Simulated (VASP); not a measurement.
# LiNbO3: single point with PBE

The system is LiNbO3.

```
CELL_PARAMETERS angstrom
2.81318 1.62419 3.96284
-2.81318 1.62419 3.96284
0.00000 -3.24839 3.96284
ATOMIC_POSITIONS crystal
Li 0.25000 0.25000 0.25000
Li 0.75000 0.75000 0.75000
Nb 0.00000 0.00000 0.00000
Nb 0.50000 0.50000 0.50000
O 0.10162 0.39838 0.75000
O 0.75000 0.10162 0.39838
O 0.39838 0.75000 0.10162
O 0.89838 0.60162 0.25000
O 0.25000 0.89838 0.60162
O 0.60162 0.25000 0.89838
```

This cell differs from its parent crystal: atoms shifted along a free coordinate, c/a of the conventional cell at fixed volume 2.1130.

| Item | Value |
| --- | --- |
| Program | VASP 6.6.1 |
| Task | single point |
| Functional | PBE |
| Potentials or basis | VASP PAW PBE potentials, release 64 (Li_sv, Nb_sv, O) |
| Cutoff | 520 eV |
| k mesh | 6 × 6 × 6 |
| Occupations | gaussian, width 0.05 eV |
| Spin | no spin polarisation |

```json
{
  "Largest force": "1.723 eV/Å",
  "Band gap on the k mesh": "1.05 eV"
}
```

Forces in eV/Å, atoms in the order of the input:
```
Li   0.000  0.000  0.000
Li   0.000  0.000  0.000
Nb   0.000  0.000  0.000
Nb   0.000  0.000  0.000
O    1.723  0.000  0.000
O   -0.861  1.492  0.000
O   -0.861 -1.492  0.000
O   -1.723  0.000  0.000
O    0.861 -1.492  0.000
O    0.861  1.492  0.000
```

Levels at points of the mesh, in eV from the valence-band top:
| k point | band 31 | band 32 | band 33 | band 34 | band 35 | band 36 | band 37 | band 38 |
| --- | --- | --- | --- | --- | --- | --- | --- | --- |
| (0.00, 0.00, 0.00) | -0.97 | -0.28 | -0.28 | 0.00 | 1.05 | 1.79 | 1.79 | 3.12 |
| (0.50, 0.00, 0.00) | -0.58 | -0.58 | -0.50 | -0.50 | 2.51 | 2.51 | 2.93 | 2.93 |
| (0.50, 0.50, 0.00) | -1.41 | -1.22 | -1.13 | -0.22 | 1.41 | 1.80 | 2.23 | 3.17 |
| (0.50, 0.50, 0.50) | -1.00 | -1.00 | -1.00 | -1.00 | 1.97 | 1.97 | 2.95 | 2.95 |

Run time: 2 min on 1 thread of AMD EPYC 9R45 96-Core Processor (Zen 5) (shared host), peak memory 0.28 GiB.

Caveat: forces of over 1 eV/Å act on the atoms, so gaps and moduli don't describe the material at rest. A k mesh can miss the band edges.
